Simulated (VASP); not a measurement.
Runs of VASP 6.6.1 on Al3Cu. The structure is tetragonal, space group P4/mmm (No. 123). Conventional cell: a = 2.778 Å, b = 2.778 Å, c = 7.513 Å, α = 90.00°, β = 90.00°, γ = 90.00°. Within 4.0 Å of Al (site symmetry 4/mmm) lie 16 Al at 2.78 to 3.93 Å and 2 Cu at 3.76 Å. Within 3.4 Å of Al (site symmetry 4mm) lie 4 Cu at 2.60 Å and 9 Al at 2.78 to 3.40 Å. Cu (site symmetry 4/mmm) has 8 Al at 2.60 Å and 4 Cu at 2.78 Å within 3.4 Å. 

| k mesh | smearing | gap on the mesh (eV) | pressure (GPa) | largest force (eV/Å) |
| --- | --- | --- | --- | --- |
| 14 × 14 × 6, shifted | gaussian 0.1 eV | none | 1.1 | 0.22 |
| 16 × 16 × 6 | gaussian 0.02 eV | none | 0.8 | 0.22 |
| 12 × 12 × 6, shifted | gaussian 0.1 eV | none | 1.1 | 0.22 |
| 16 × 16 × 6 | gaussian 0.2 eV | none | (a) | 0.19 |
| 12 × 12 × 6 | gaussian 0.1 eV | none | 1.3 | 0.21 |

Alike in all rows: task single point; level PBEsol; potentials or basis VASP PAW PBE potentials, release 64 (Al, Cu); no spin polarisation; cell as given; cutoff (eV) 520.

**Question.** Fill in the values left out.

**Answer.** (a) 1.2.

Caveats: the PAW data sets were made with another functional, which shifts forces and pressure a little.

A gap of «none» marks levels without a gap at the run's occupations.
